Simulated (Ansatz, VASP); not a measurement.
## One calculation of Rb2BrCl, two programs

```
CELL_PARAMETERS angstrom
2.39044 1.38012 7.82054
-2.39044 1.38012 7.82054
0.00000 -2.76025 7.82054
ATOMIC_POSITIONS crystal
Cl 0.00000 0.00000 0.00000
Br 0.50000 0.50000 0.50000
Rb 0.25399 0.25399 0.25399
Rb 0.74601 0.74601 0.74601
```

Alike in both runs: task single point; functional PBE; k mesh 6 × 6 × 6; no spin polarisation.

```csv
,VASP,Ansatz
version,VASP 6.6.1,Ansatz 0.2.0
potentials or method,"VASP PAW PBE potentials, release 64 (Cl, Br, Rb_sv)","plane waves, PAW"
plane-wave cutoff (eV),520,420
occupations,"gaussian, width 0.01 eV",fixed
valence electrons in the cell,32,32
```

```csv
,VASP,Ansatz,Ansatz less VASP
gap on the k mesh at the Fermi level (eV),4.44,4.44,+0.002
```
